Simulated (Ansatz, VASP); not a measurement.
# One calculation of CaSe, two programs

```
CELL_PARAMETERS angstrom
0.00000 2.95600 2.95600
2.95600 0.00000 2.95600
2.95600 2.95600 0.00000
ATOMIC_POSITIONS crystal
Ca 0.00000 0.00000 0.00000
Se 0.50000 0.50000 0.50000
```

Alike in both runs: task single point; functional PBE; k mesh 7 × 7 × 7; occupations gaussian, width 0.2 eV; no spin polarisation.

|  | VASP | Ansatz |
| --- | --- | --- |
| version | VASP 6.6.1 | Ansatz 0.2.0 |
| potentials or method | VASP PAW PBE potentials, release 64 (Ca_sv, Se), cutoff 500 eV | all-electron LAPW, scalar-relativistic |

VASP gave:

| Item | Value |
| --- | --- |
| gap on the k mesh at the Fermi level (eV) | 2.08 |
| pressure (GPa) | 1.3 |

Problem. What did Ansatz give for the same quantities?

Solution. gap on the k mesh at the Fermi level (eV): 2.09; pressure (GPa): 1.2.

Ansatz ran all-electron here, and VASP with PAW potentials.
